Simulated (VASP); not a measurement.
# KF in VASP: notebook

KF is run at these levels: PBE, r2SCAN; tasks: single point.

Everything below comes from runs of VASP 6.6.1. Logs are shortened: lines on timing, memory, paths and dates and some standing lists are left out, and cuts for length are marked.

## 1. The cell of the first run

Symmetry: I-4m2, No. 119, tetragonal system. Conventional cell: a = 4.078 Å, b = 4.078 Å, c = 5.871 Å, α = 90.00°, β = 90.00°, γ = 90.00°. K (site symmetry -4m2) has 4 F at 2.51 Å within 3.3 Å. F (site symmetry -4m2) has 4 K at 2.51 Å within 3.3 Å.

## 2. Single point, PBE (biaxial xy strain -1.8%)

INCAR reads:

```
PREC = Accurate
ENCUT = 520
EDIFF = 1E-7
ISMEAR = -1
SIGMA = 0.02
LREAL = F
LASPH = T
NELM = 60
ALGO = Normal
ISIF = 2
LWAVE = F
LCHARG = F
GGA = PE
NBANDS = 15
```

KPOINTS reads:

```
regular mesh
0
Gamma
  8 8 8
```

POSCAR reads:

```
KF
1.0
    0.0000000000      2.8837383639      2.9354014290
    2.8837383639      0.0000000000      2.9354014290
    2.8837383639      2.8837383639      0.0000000000
K F
1 1
Direct
    0.0000000000      0.0000000000      0.0000000000
    0.2500000000      0.2500000000      0.2500000000
```

Potentials or basis: VASP PAW PBE potentials, release 64 (K_sv, F).

Command:

```sh
> cat potpaw_PBE.64/K_sv/POTCAR potpaw_PBE.64/F/POTCAR > POTCAR
> mpirun -np 1 vasp_std > vasp.out
```

OUTCAR:

```text
PREC = Accurate
   ENCUT = 520
   EDIFF = 1E-7
   ISMEAR = -1
   LREAL = F
   LASPH = T
   NELM = 60
   ISIF = 2
   GGA = PE

 ion  position               nearest neighbor table
   1  0.000  0.000  0.000-   2 2.51   2 2.51   2 2.51   2 2.51
   2  0.250  0.250  0.250-   1 2.51   1 2.51   1 2.51   1 2.51

  LATTYP: Found a body centered tetragonal cell.
 ALAT       =     4.0782219046
 C/A-ratio  =     1.4395496359

  Lattice vectors:

 A1 = (  -2.8837383639,   0.0000000000,   2.9354014290)
 A2 = (   2.8837383639,   0.0000000000,   2.9354014290)
 A3 = (   0.0000000000,   2.8837383639,  -2.9354014290)

Analysis of symmetry for initial positions (statically):
=====================================================================
 Subroutine PRICEL returns:
 Original cell was already a primitive cell.

 Routine SETGRP: Setting up the symmetry group for a
 body centered tetragonal supercell.

 Subroutine GETGRP returns: Found  8 space group operations
 (whereof  8 operations were pure point group operations)
 out of a pool of 16 trial point group operations.

The static configuration has the point symmetry D_2d.

Analysis of symmetry for dynamics (positions and initial velocities):
=====================================================================
 Subroutine PRICEL returns:
 Original cell was already a primitive cell.

 Routine SETGRP: Setting up the symmetry group for a
 body centered tetragonal supercell.

 Subroutine GETGRP returns: Found  8 space group operations
 (whereof  8 operations were pure point group operations)
 out of a pool of 16 trial point group operations.

The dynamic configuration has the point symmetry D_2d.

 Subroutine INISYM returns: Found  8 space group operations
 (whereof  8 operations are pure point group operations),
 and found     1 'primitive' translations

----------------------------------------------------------------------------------------

                                     Primitive cell

  volume of cell :      48.8213

  direct lattice vectors                    reciprocal lattice vectors
     0.000000000  2.883738364  2.935401429    -0.173386049  0.173386049  0.170334454
     2.883738364  0.000000000  2.935401429     0.173386049 -0.173386049  0.170334454
     2.883738364  2.883738364  0.000000000     0.173386049  0.173386049 -0.170334454

  length of vectors
     4.114915370  4.114915370  4.078221905     0.298562003  0.298562003  0.298562003

  position of ions in fractional coordinates (direct lattice)
     0.000000000  0.000000000  0.000000000
[... 88 lines left out ...]
   PSTRESS=    0.0 pullay stress
   NELECT =      16.0000    total number of electrons
   NUPDOWN=      -1.0000    fix difference up-down
   EMIN   =  10.00;   EMAX   =-10.00  energy-range for DOS
   EFERMI =   0.00;   METHOD = LEGACY
   ISMEAR =    -1;   SIGMA  =   0.02  broadening in eV -4-tet -1-fermi 0-gaus
   EFERMI_NEDOS =   21; number of points for ismear=-14 and -15
   IALGO  =     38    algorithm
   IMIX   =      4    mixing-type and parameters
     AMIX     =   0.40;   BMIX     =  1.00
     AMIX_MAG =   1.60;   BMIX_MAG =  1.00
  volume/ion in A,a.u.               =      24.41       164.73
  Fermi-wavevector in a.u.,A,eV,Ry     =   1.128700  2.132933 17.333320  1.273963
  Thomas-Fermi vector in A             =   2.265391
   LORBIT       =      0    0 simple, 1 ext, 2 COOP (PROOUT), +10 PAW based schemes
   GGA     = PE    functional components
   LHFCALC =     F    Hartree Fock is set to
   AEXX    =    0.0000 exact exchange contribution
   IVDW    =     0    specifies the selected vdW correction
   LEPSILON=     F    determine dielectric tensor
   LRPA    =     F    only Hartree local field effects (RPA)
 non-spin polarized calculation
  energy-cutoff  :      520.00
  volume of cell :       48.82
 maximum number of plane-waves:      1331
   NGX = 15   NGY = 15   NGZ = 15

 number of electron      15.9999995 magnetization

 Free energy of the ion-electron system (eV)
  ---------------------------------------------------
  ext. energy  EPLUGINS =         0.00000000
  ---------------------------------------------------
  free energy    TOTEN  =        -8.10407628 eV

  energy without entropy =       -8.10407628  energy(sigma->0) =       -8.10407628

 E-fermi :  -3.1408     XC(G=0):  -7.1524

 val. band max:       -3.5773959593   @ k =  -0.2500   0.5000   0.2500
 cond. band min:       1.6757593738   @ k =   0.0000   0.0000   0.0000
 fundamental gap:      5.2531553330
 Fermi energy:        -3.1408367727

 k-point     1 :       0.0000    0.0000    0.0000
  band No.  band energies     occupation
      1     -29.6681      2.00000
      2     -22.1309      2.00000
      3     -13.0624      2.00000
      4     -13.0624      2.00000
      5     -13.0609      2.00000
      6      -3.8185      2.00000
      7      -3.8173      2.00000
      8      -3.8173      2.00000
      9       1.6758      0.00000
     10       8.2391      0.00000
     11       8.3882      0.00000
     12       8.4044      0.00000
     13       8.5379      0.00000
     14       8.5379      0.00000
[... 401 lines left out ...]
      2     -22.2103      2.00000
      3     -13.1878      2.00000
      4     -13.1262      2.00000
      5     -13.0697      2.00000
      6      -3.9068      2.00000
      7      -3.7296      2.00000
      8      -3.7084      2.00000
      9       3.6926      0.00000
     10       6.4011      0.00000
     11       7.6347      0.00000
     12       7.8772      0.00000
     13       9.3630      0.00000
     14       9.4928      0.00000
     15      10.9844      0.00000

 [... further k-points ...]

------------------------ aborting loop because EDIFF is reached ----------------------------------------

  FORCE on cell =-STRESS in cart. coord.  units (eV):
  Direction    XX          YY          ZZ          XY          YZ          ZX
  --------------------------------------------------------------------------------------
  -------------------------------------------------------------------------------------
  Total        0.5783257      0.5783257      0.5815210      0.0000000     -0.0000000      0.0000000
  in kB       18.9790235     18.9790235     19.0838844      0.0000000     -0.0000000      0.0000000
  external PRESSURE =      19.0139772 kB  Pullay stress =       0.0000000 kB

 VOLUME and BASIS-vectors are now :
 -----------------------------------------------------------------------------
  energy-cutoff  :      520.00
  volume of cell :       48.82
      direct lattice vectors                 reciprocal lattice vectors
     0.000000000  2.883738364  2.935401429    -0.173386049  0.173386049  0.170334454
     2.883738364  0.000000000  2.935401429     0.173386049 -0.173386049  0.170334454
     2.883738364  2.883738364  0.000000000     0.173386049  0.173386049 -0.170334454

 POSITION                                       TOTAL-FORCE (eV/Angst)
 -----------------------------------------------------------------------------------
      0.00000      0.00000      0.00000        -0.000000      0.000000     -0.000000
      1.44187      1.44187      1.46770         0.000000      0.000000      0.000000
 -----------------------------------------------------------------------------------
    total drift:                                0.000002      0.000002      0.000003

  FREE ENERGIE OF THE ION-ELECTRON SYSTEM (eV)
  ---------------------------------------------------
  free  energy   TOTEN  =        -8.1040762763 eV

  energy  without entropy=       -8.1040762762  energy(sigma->0) =       -8.10407628
```

It took 56 s on 1 thread of Intel Xeon 8259CL, shared host; peak memory 0.2 GiB.

What came out:

```yaml
Free_energy: -8.1041 eV
Pressure: 1.9 GPa
Band_gap_on_the_k_mesh: 5.25 eV (least direct gap 5.49 eV)
```

Caveat: the cell differs from its parent crystal (biaxial xy strain -1.8%). A k mesh can miss the band edges.

## 3. Single point, PBE (uniaxial z strain +4.3%)

INCAR reads:

```
PREC     = Accurate       # precision mode
ENCUT    = 520            # plane-wave cutoff, eV
EDIFF    = 1E-6           # SCF threshold, eV
ISMEAR   = -1             # smearing method
SIGMA    = 0.02           # smearing width, eV
LREAL    = False          # projectors in reciprocal space
LASPH    = True           # aspherical terms in the spheres
NELM     = 60             # most SCF steps
ALGO     = Normal         # electronic algorithm
ISIF     = 2              # what is computed and relaxed
LWAVE    = False          # write WAVECAR
LCHARG   = True           # write CHGCAR
GGA      = PE             # functional
LELF     = True           # ELF
LVHAR    = True         
NBANDS   = 15             # bands
```

KPOINTS reads:

```
Automatic mesh
0
Gamma
  8 8 8
```

POSCAR reads:

```
KF
1.0
    0.0000000000      2.9354014290      3.0613301503
    2.9354014290      0.0000000000      3.0613301503
    2.9354014290      2.9354014290      0.0000000000
K F
1 1
Direct
    0.0000000000      0.0000000000      0.0000000000
    0.2500000000      0.2500000000      0.2500000000
```

Potentials or basis: VASP PAW PBE potentials, release 64 (K_sv, F).

Command:

```sh
> cat potpaw_PBE.64/K_sv/POTCAR potpaw_PBE.64/F/POTCAR > POTCAR
> mpirun -np 1 vasp_std > vasp.out
```

OUTCAR:

```text
PREC = Accurate
   ENCUT = 520
   EDIFF = 1E-6
   ISMEAR = -1
   LREAL = False
   LASPH = True
   NELM = 60
   ISIF = 2
   GGA = PE

 ion  position               nearest neighbor table
   1  0.000  0.000  0.000-   2 2.58   2 2.58   2 2.58   2 2.58
   2  0.250  0.250  0.250-   1 2.58   1 2.58   1 2.58   1 2.58

  LATTYP: Found a body centered tetragonal cell.
 ALAT       =     4.1512845119
 C/A-ratio  =     1.4748833242

  Lattice vectors:

 A1 = (  -2.9354014290,   0.0000000000,   3.0613301503)
 A2 = (   2.9354014290,   0.0000000000,   3.0613301503)
 A3 = (   0.0000000000,   2.9354014290,  -3.0613301503)

Analysis of symmetry for initial positions (statically):
=====================================================================
 Subroutine PRICEL returns:
 Original cell was already a primitive cell.

 Routine SETGRP: Setting up the symmetry group for a
 body centered tetragonal supercell.

 Subroutine GETGRP returns: Found  8 space group operations
 (whereof  8 operations were pure point group operations)
 out of a pool of 16 trial point group operations.

The static configuration has the point symmetry D_2d.

Analysis of symmetry for dynamics (positions and initial velocities):
=====================================================================
 Subroutine PRICEL returns:
 Original cell was already a primitive cell.

 Routine SETGRP: Setting up the symmetry group for a
 body centered tetragonal supercell.

 Subroutine GETGRP returns: Found  8 space group operations
 (whereof  8 operations were pure point group operations)
 out of a pool of 16 trial point group operations.

The dynamic configuration has the point symmetry D_2d.

 Subroutine INISYM returns: Found  8 space group operations
 (whereof  8 operations are pure point group operations),
 and found     1 'primitive' translations

----------------------------------------------------------------------------------------

                                     Primitive cell

  volume of cell :      52.7564

  direct lattice vectors                    reciprocal lattice vectors
     0.000000000  2.935401429  3.061330150    -0.170334454  0.170334454  0.163327696
     2.935401429  0.000000000  3.061330150     0.170334454 -0.170334454  0.163327696
     2.935401429  2.935401429  0.000000000     0.170334454  0.170334454 -0.163327696

  length of vectors
     4.241264415  4.241264415  4.151284512     0.291038810  0.291038810  0.291038810

  position of ions in fractional coordinates (direct lattice)
     0.000000000  0.000000000  0.000000000
     0.250000000  0.250000000  0.250000000

  ion indices of the primitive-cell ions
   primitive index   ion index
                 1           1
                 2           2

----------------------------------------------------------------------------------------

 KPOINTS: Automatic mesh

Automatic generation of k-mesh.
 Grid dimensions read from file:
 generate k-points for:    8    8    8

 Generating k-lattice:

  Cartesian coordinates                     Fractional coordinates (reciprocal lattice)
    -0.021291807  0.021291807  0.020415962     0.125000000  0.000000000  0.000000000
     0.021291807 -0.021291807  0.020415962     0.000000000  0.125000000  0.000000000
     0.021291807  0.021291807 -0.020415962     0.000000000  0.000000000  0.125000000

  Length of vectors
     0.036379851  0.036379851  0.036379851

  Shift w.r.t. Gamma in fractional coordinates (k-lattice)
     0.000000000  0.000000000  0.000000000

 Subroutine IBZKPT returns following result:
 ===========================================

 Found     59 irreducible k-points:

 Following reciprocal coordinates:
            Coordinates               Weight
  0.000000  0.000000  0.000000      1.000000
  0.125000 -0.000000  0.000000      8.000000
  0.250000 -0.000000  0.000000      8.000000
  0.375000 -0.000000  0.000000      8.000000
  0.500000 -0.000000  0.000000      4.000000
  0.125000  0.125000  0.000000      2.000000
[... 16 lines left out ...]
  0.250000 -0.000000  0.125000     16.000000
  0.375000 -0.000000  0.125000     16.000000
 [... further k-points ...]
   k-points           NKPTS =     59   k-points in BZ     NKDIM =     59   number of bands    NBANDS=     15
   number of dos      NEDOS =    301   number of ions     NIONS =      2
   total plane-waves  NPLWV =  32768
   dimension x,y,z NGX =    32 NGY =   32 NGZ =   32
   dimension x,y,z NGXF=    64 NGYF=   64 NGZF=   64
   ions per type =               1   1
   NGX,Y,Z   is equivalent  to a cutoff of  12.54, 12.54, 12.81 a.u.
   NGXF,Y,Z  is equivalent  to a cutoff of  25.09, 25.09, 25.63 a.u.
 SYSTEM =  unknown system
   PREC   = accura    normal or accurate (medium, high low for compatibility)
   ISTART =      0    job   : 0-new  1-cont  2-samecut
   ICHARG =      2    charge: 1-file 2-atom 10-const
   ISPIN  =      1    spin polarized calculation?
   LNONCOLLINEAR =      F non collinear calculations
   LSORBIT =      F    spin-orbit coupling
   LASPH  =      T    aspherical Exc in radial PAW
   ENCUT  =  520.0 eV  38.22 Ry    6.18 a.u.   7.89  7.89  7.72*2*pi/ulx,y,z
   NELM   =     60;   NELMIN=  2; NELMDL= -5     # of ELM steps
   EDIFF  = 0.1E-05   stopping-criterion for ELM
   LREAL  =      F    real-space projection
   EDIFFG = 0.1E-04   stopping-criterion for IOM
   NSW    =      0    number of steps for IOM
   IBRION =     -1    ionic relax: 0-MD 1-quasi-New 2-CG
   NFREE  =      0    steps in history (QN), initial steepest desc. (CG)
   ISIF   =      2    stress and relaxation
   ISYM   =      2    0-nonsym 1-usesym 2-fastsym
   POTIM  = 0.5000    time-step for ionic-motion
   TEBEG  =    0.0;   TEEND  =   0.0 temperature during run
   PSTRESS=    0.0 pullay stress
   NELECT =      16.0000    total number of electrons
   NUPDOWN=      -1.0000    fix difference up-down
   EMIN   =  10.00;   EMAX   =-10.00  energy-range for DOS
   EFERMI =   0.00;   METHOD = LEGACY
   ISMEAR =    -1;   SIGMA  =   0.02  broadening in eV -4-tet -1-fermi 0-gaus
   EFERMI_NEDOS =   21; number of points for ismear=-14 and -15
   IALGO  =     38    algorithm
   IMIX   =      4    mixing-type and parameters
     AMIX     =   0.40;   BMIX     =  1.00
     AMIX_MAG =   1.60;   BMIX_MAG =  1.00
  volume/ion in A,a.u.               =      26.38       178.01
  Fermi-wavevector in a.u.,A,eV,Ry     =   1.099908  2.078525 16.460301  1.209798
  Thomas-Fermi vector in A             =   2.236311
   LORBIT       =      0    0 simple, 1 ext, 2 COOP (PROOUT), +10 PAW based schemes
   GGA     = PE    functional components
   LHFCALC =     F    Hartree Fock is set to
   AEXX    =    0.0000 exact exchange contribution
   IVDW    =     0    specifies the selected vdW correction
   LEPSILON=     F    determine dielectric tensor
   LRPA    =     F    only Hartree local field effects (RPA)
 non-spin polarized calculation
  energy-cutoff  :      520.00
  volume of cell :       52.76
 maximum number of plane-waves:      1435
   NGX = 15   NGY = 15   NGZ = 15

 number of electron      16.0000005 magnetization

 Free energy of the ion-electron system (eV)
  ---------------------------------------------------
  ext. energy  EPLUGINS =         0.00000000
  ---------------------------------------------------
  free energy    TOTEN  =        -8.12883606 eV

  energy without entropy =       -8.12883606  energy(sigma->0) =       -8.12883606

 E-fermi :  -3.2246     XC(G=0):  -6.8611

 val. band max:       -3.7181235375   @ k =   0.5000   0.5000   0.0000
 cond. band min:       1.3176028047   @ k =   0.0000   0.0000   0.0000
 fundamental gap:      5.0357263422
 Fermi energy:        -3.2246493898

 k-point     1 :       0.0000    0.0000    0.0000
  band No.  band energies     occupation
      1     -30.0462      2.00000
      2     -22.2274      2.00000
      3     -13.4632      2.00000
      4     -13.4632      2.00000
      5     -13.4568      2.00000
      6      -3.9057      2.00000
      7      -3.8989      2.00000
      8      -3.8989      2.00000
      9       1.3176      0.00000
     10       7.6908      0.00000
     11       7.7667      0.00000
     12       8.0248      0.00000
     13       8.0633      0.00000
     14       8.0633      0.00000
     15      12.6251      0.00000
[... 397 lines left out ...]
 k-point    24 :       0.3750   -0.0000    0.1250
  band No.  band energies     occupation
      1     -30.0183      2.00000
      2     -22.2812      2.00000
      3     -13.5608      2.00000
      4     -13.5087      2.00000
      5     -13.4699      2.00000
      6      -4.0035      2.00000
      7      -3.8429      2.00000
      8      -3.8175      2.00000
      9       3.2658      0.00000
     10       6.0113      0.00000
     11       7.1022      0.00000
     12       7.4008      0.00000
     13       8.7749      0.00000
     14       8.9395      0.00000
     15      10.2517      0.00000

 [... further k-points ...]
[... 5 lines left out ...]
  --------------------------------------------------------------------------------------
  -------------------------------------------------------------------------------------
  Total       -0.0006971     -0.0006971     -0.0472020      0.0000000     -0.0000000      0.0000000
  in kB       -0.0211698     -0.0211698     -1.4334948      0.0000000     -0.0000000      0.0000000
  external PRESSURE =      -0.4919448 kB  Pullay stress =       0.0000000 kB

 VOLUME and BASIS-vectors are now :
 -----------------------------------------------------------------------------
  energy-cutoff  :      520.00
  volume of cell :       52.76
      direct lattice vectors                 reciprocal lattice vectors
     0.000000000  2.935401429  3.061330150    -0.170334454  0.170334454  0.163327696
     2.935401429  0.000000000  3.061330150     0.170334454 -0.170334454  0.163327696
     2.935401429  2.935401429  0.000000000     0.170334454  0.170334454 -0.163327696

 POSITION                                       TOTAL-FORCE (eV/Angst)
 -----------------------------------------------------------------------------------
      0.00000      0.00000      0.00000         0.000000      0.000000      0.000000
      1.46770      1.46770      1.53067        -0.000000     -0.000000     -0.000000
 -----------------------------------------------------------------------------------
    total drift:                               -0.000000     -0.000000     -0.000000

  FREE ENERGIE OF THE ION-ELECTRON SYSTEM (eV)
  ---------------------------------------------------
  free  energy   TOTEN  =        -8.1288360590 eV

  energy  without entropy=       -8.1288360590  energy(sigma->0) =       -8.12883606
```

Wall time 52 s (1 thread of Intel Xeon 8259CL, shared host); peak memory 0.2 GiB.

Results:

```yaml
Free_energy: -8.1288 eV
Pressure: 0.0 GPa
Band_gap_on_the_k_mesh: 5.04 eV (least direct gap 5.22 eV)
```

Stress tensor (GPa, compression positive):
```
 0.00  0.00  0.00
 0.00  0.00  0.00
 0.00  0.00 -0.14
```

Caveat: the cell differs from its parent crystal (uniaxial z strain +4.3%).

(Continued in part 2 of 3.)
